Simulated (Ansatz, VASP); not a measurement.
AlN in VASP and in Ansatz

POSCAR

```
AlN
1.0
    3.1130000000      0.0000000000      0.0000000000
   -1.5565000000      2.6959370800      0.0000000000
    0.0000000000      0.0000000000      4.9810000000
Al N
2 2
Direct
    0.3333333300      0.6666666700      0.0000000000
    0.6666666700      0.3333333300      0.5000000000
    0.3333333300      0.6666666700      0.3800000000
    0.6666666700      0.3333333300      0.8800000000
```

The input INCAR.step1:

```
SYSTEM = AlN
PREC = Accurate
ENCUT = 600
ISMEAR = -1
SIGMA = 0.02
LREAL = .FALSE.
LASPH = .TRUE.
NELM = 60
GGA = PE
ALGO = Normal
EDIFF = 1E-4
LWAVE = .TRUE.
LCHARG = .FALSE.
```

Contents of INCAR.step2:

```
SYSTEM = AlN
PREC = Accurate
ENCUT = 600
EDIFF = 1E-7
ISMEAR = -1
SIGMA = 0.02
LREAL = .FALSE.
LASPH = .TRUE.
NELM = 60
ALGO = Normal
ISIF = 3
LWAVE = .FALSE.
LCHARG = .FALSE.
METAGGA = R2SCAN
LMIXTAU = .TRUE.
IBRION = 2
NSW = 80
EDIFFG = -0.01
ISTART = 1
```

File KPOINTS:

```
regular mesh
0
G
  12 12 6
  0 0 0
```

Input for Ansatz:

```yaml
crystal:
  lattice:
    - [3.113, 0.0, 0.0]
    - [-1.5565, 2.69593708, 0.0]
    - [0.0, 0.0, 4.981]
  atoms:
    - { symbol: Al, position: [0.33333333, 0.66666667, 0.0] }
    - { symbol: Al, position: [0.66666667, 0.33333333, 0.5] }
    - { symbol: "N", position: [0.33333333, 0.66666667, 0.38] }
    - { symbol: "N", position: [0.66666667, 0.33333333, 0.88] }
  symmetry: { tolerance: 0.0003 }
hamiltonian:
  xc: r2scan
  pseudopotentials: { kind: paw, azcp: { folder: soft_1 } }
basis:
  ecutwfc: 500
magnetization:
  spin_polarized: false
scf:
  occupations: { method: fermi_dirac, width: 0.02 }
kpoints:
  mp_grid: { grid: [12, 12, 6], shift: [0, 0, 0] }
output:
  forces: true
  stress: true
  eigenvalues: true
relax:
  max_steps: 60
  cell: {}
```

Alike in both runs: task relaxation of cell and atoms; functional r2SCAN; k mesh 12 × 12 × 6; occupations fermi-dirac, width 0.02 eV; no spin polarisation.

|  | VASP | Ansatz |
| --- | --- | --- |
| version | VASP 6.6.1 | Ansatz 0.2.0 |
| potentials or method | VASP PAW PBE potentials, release 64 (Al, N), cutoff 600 eV | PAW plane waves |
| valence electrons in the cell | 16 | 16 |

Ansatz gave:

| Quantity | Value |
| --- | --- |
| gap on the k mesh at the Fermi level, each at its own relaxed structure (eV) | 4.87 |
| relaxed volume (Å³/atom) | 10.40 |
| relaxed length of the cell vector where the two differ most in proportion (Å) | 3.107 |

Question: What did VASP give for the same quantities?

Answer: gap on the k mesh at the Fermi level, each at its own relaxed structure (eV): 4.94; relaxed volume (Å³/atom): 10.39; relaxed length of the cell vector where the two differ most in proportion (Å): 3.105.

VASP's potentials were made for PBE, not for r2SCAN.
